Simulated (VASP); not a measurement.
V, 2 atoms in the cell. It takes space group Im-3m (No. 229, cubic). Conventional cell: a = 2.926 Å, b = 2.926 Å, c = 2.926 Å, α = 90.00°, β = 90.00°, γ = 90.00°. V (site symmetry m-3m) has 14 V at 2.53 to 2.93 Å within 3.3 Å. 

| Property | Result |
| --- | --- |
| Program | VASP 6.6.1 |
| Task | single point |
| Functional | LDA |
| Potentials or basis | VASP PAW LDA potentials, release 64 (V_sv) |
| Cutoff | 500 eV |
| k mesh | 12 × 12 × 12 |
| Occupations | gaussian, width 0.05 eV |
| Spin | collinear spin, antiferromagnetic start |
| Starting moments | [1.0, -1.0] μB |
| Dipole correction | no |
| Further INCAR settings | ALGO = Normal; EDIFF = 1e-06; NBANDS = 24 |

Potentials or basis: VASP PAW LDA potentials, release 64 (V_sv).

The run is started by

```console
$ cat potpaw_LDA.64/V_sv/POTCAR > POTCAR
$ mpirun -np 1 vasp_std > vasp.out
```

Hardware: 1 thread of Intel Xeon 8259CL, with other jobs on the host.

Question: How long does it take, and how much memory?

Answer: Run time: 75 s on 1 thread of Intel Xeon 8259CL (shared host), peak memory 0.18 GiB. Counts: scf iterations 13, k points 84.
